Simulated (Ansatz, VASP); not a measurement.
I: VASP beside Ansatz

```
I
1.0
     4.81372    0.00000    0.00000
    -2.40686    4.16880    0.00000
     0.00000    0.00000    6.18739
I
3
Direct
  0.33362 0.00000 0.33333
  0.00000 0.33362 0.66667
  0.66638 0.66638 0.00000
```

Alike in both runs: functional PBE; k mesh 6 × 6 × 4; occupations gaussian, width 0.1 eV; no spin polarisation.

Ansatz relaxed the structure, and its values are those at the end. VASP's run is a single point on that final structure, the one shown.

|  | VASP | Ansatz |
| --- | --- | --- |
| version | VASP 6.6.1 | Ansatz 0.2.0 |
| potentials or method | VASP PAW PBE potentials, release 64 (I), cutoff 520 eV | scalar-relativistic, plane waves, PAW |
| valence electrons in the cell | 21 | 51 |

```tsv
	VASP	Ansatz	Ansatz less VASP
gap on the k mesh at the Fermi level (eV)	none	none	-
pressure (GPa)	0.0	0.0	+0.02
```

A gap of «none» marks a metal or a gap that the smearing closes. VASP's potentials hold 21 valence electrons a cell and Ansatz's 51, so a difference there can come from the potentials and not from the codes.

Spin-orbit coupling is off throughout.
